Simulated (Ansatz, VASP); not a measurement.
**Mg in VASP and in Ansatz**

```xyz
4
Lattice="1.7737 -5.6266 0.0000 1.7737 5.6266 0.0000 0.0000 0.0000 4.6942" Properties=species:S:1:pos:R:3 pbc="T T T"
Mg    1.7737    4.5238    4.2718
Mg    1.7737   -1.1028    2.7696
Mg    1.7737   -4.5238    0.4225
Mg    1.7737    1.1028    1.9246
```

Alike in both runs: task relaxation of cell and atoms; functional PBEsol; k mesh 6 × 6 × 4; occupations gaussian, width 0.1 eV; no spin polarisation.

|  | VASP | Ansatz |
| --- | --- | --- |
| version | VASP 6.6.1 | Ansatz 0.2.0 |
| potentials or method | VASP PAW PBE potentials, release 64 (Mg), cutoff 600 eV | scalar-relativistic, plane waves, PAW |
| valence electrons in the cell | 8 | 40 |

|  | VASP | Ansatz | Ansatz less VASP |
| --- | --- | --- | --- |
| gap on the k mesh at the Fermi level, each at its own relaxed structure (eV) | none | none | - |
| relaxed volume (Å³/atom) | 23.89 | 23.91 | +0.026 |
| relaxed cell length with the largest relative difference (Å) | 5.350 | 5.327 | -0.0225 |

VASP's potentials were made for PBE, not for PBEsol. A gap of «none» marks a metal or a gap that the smearing closes. VASP's potentials hold 8 valence electrons a cell and Ansatz's 40, so a difference there can come from the potentials and not from the codes.
